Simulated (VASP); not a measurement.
A run of VASP 6.6.1:

Contents of INCAR:

```
PREC = Accurate ; ENCUT = 600
EDIFF = 1E-6 ; ISMEAR = 0
SIGMA = 0.02 ; LREAL = F
LASPH = T ; NELM = 120
ALGO = Normal ; ISIF = 2
LWAVE = F ; LCHARG = F
GGA = PS ; NBANDS = 37
GGA_COMPAT = F
```

Contents of KPOINTS:

```
regular mesh
0
Gamma
  8 8 8
```

File POSCAR:

```
Cu2O
1.0
    4.2333802962      0.0000000000      0.0000000000
    0.0000000000      4.2333802962      0.0000000000
    0.0000000000      0.0000000000      4.2333802962
Cu O
4 2
Direct
    0.2500000000      0.2500000000      0.2500000000
    0.2500000000      0.7500000000      0.7500000000
    0.7500000000      0.7500000000      0.2500000000
    0.7500000000      0.2500000000      0.7500000000
    0.0000000000      0.0000000000      0.0000000000
    0.5000000000      0.5000000000      0.5000000000
```

Potentials or basis: VASP PAW PBE potentials, release 64 (Cu, O).

The run is started by

```console
$ cat potpaw_PBE.64/Cu/POTCAR potpaw_PBE.64/O/POTCAR > POTCAR
$ mpirun -np 1 vasp_std > vasp.out
```

Hardware: 1 thread of Intel Xeon 8259CL, on a shared host.

Question: How long does it take, and how much memory?

Answer: Wall time 3 min on 1 thread of Intel Xeon 8259CL, with other jobs on the host, peak memory 0.25 GiB. Counts: scf iterations 15, k points 35.
